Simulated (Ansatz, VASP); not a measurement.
# Two plane-wave programs on Li2O

```
CELL_PARAMETERS angstrom
0.00000 2.24022 2.27486
2.24022 0.00000 2.27486
2.24022 2.24022 0.00000
ATOMIC_POSITIONS crystal
Li 0.25000 0.25000 0.25000
Li 0.75000 0.75000 0.75000
O 0.00000 0.00000 0.00000
```

Change from the starting cell: strain -0.030 along x and y, -0.015 along z, atoms carried along.

Alike in both runs: task single point; functional PBE; k mesh 8 × 8 × 8; occupations gaussian, width 0.05 eV; no spin polarisation.

|  | VASP | Ansatz |
| --- | --- | --- |
| version | VASP 6.6.1 | Ansatz 0.2.0 |
| potentials or method | VASP PAW PBE potentials, release 64 (Li_sv, O), cutoff 750 eV | scalar-relativistic, plane waves, PAW |
| valence electrons in the cell | 12 | 12 |

```csv
,VASP,Ansatz,Ansatz less VASP
gap on the k mesh at the Fermi level (eV),5.09,5.10,+0.015
least direct gap on the mesh (eV),5.83,5.83,-0.001
pressure (GPa),7.3,7.5,+0.20
"traceless stress, the component that is largest in VASP (GPa)",-2.05,-2.05,-0.003
```

The functional is the same, so the differences come from potentials, cutoffs and numerics.
